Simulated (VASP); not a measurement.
AlN: single point with PBE

AlN:

```
CELL_PARAMETERS angstrom
0.00000 2.20709 2.20709
2.20159 0.00550 2.20159
2.20159 2.20159 0.00550
ATOMIC_POSITIONS crystal
Al 0.00000 0.00000 0.00000
N 0.75000 0.75000 0.75000
```

This cell differs from its parent crystal: strain +0.0050 x Voigt [0, 0, 0, 1, 0, 0].

| Quantity | Value |
| --- | --- |
| Program | VASP 6.6.1 |
| Task | single point |
| Functional | PBE |
| Potentials or basis | VASP PAW PBE potentials, release 64 (Al, N) |
| Cutoff | 520 eV |
| k mesh | 10 × 10 × 10 |
| Occupations | gaussian, width 0.05 eV |
| Spin | no spin polarisation |

```
Pressure               : -0.3 GPa
Largest force          : 0.040 eV/Å
Band gap on the k mesh : 3.29 eV, indirect (least direct gap 3.97 eV)
```

Forces in eV/Å, atoms in the order of the input:
```
Al  -0.040  0.000  0.000
N    0.040  0.000  0.000
```

Stress tensor (GPa, compression positive):
```
-0.28  0.00  0.00
 0.00 -0.28 -1.07
 0.00 -1.07 -0.28
```

Levels at points of the mesh, in eV from the valence-band top:
```tsv
k point	band 1	band 2	band 3	band 4	band 5	band 6	band 7	band 8	band 9
(0.00, 0.00, 0.00)	-14.86	-0.03	-0.01	0.00	3.97	12.25	12.31	12.38	17.48
(0.50, 0.00, 0.00)	-12.89	-5.77	-0.48	-0.48	7.17	9.69	10.98	11.03	17.66
(0.00, 0.50, 0.00)	-12.87	-5.76	-0.50	-0.50	7.13	9.69	10.93	10.98	17.66
(0.50, 0.50, 0.00)	-12.26	-4.84	-1.76	-1.76	3.29	8.46	13.62	15.42	15.42
(0.00, 0.50, 0.50)	-12.27	-4.84	-1.79	-1.73	3.29	8.46	13.62	15.40	15.44
```

Run time: 16 s on 1 thread of Intel(R) Xeon(R) Platinum 8488C (Sapphire Rapids), with other jobs on the host, peak memory 0.16 GiB.

Caveat: the cell differs from its parent crystal (strain +0.0050 x Voigt [0, 0, 0, 1, 0, 0]). A k mesh can miss the band edges.
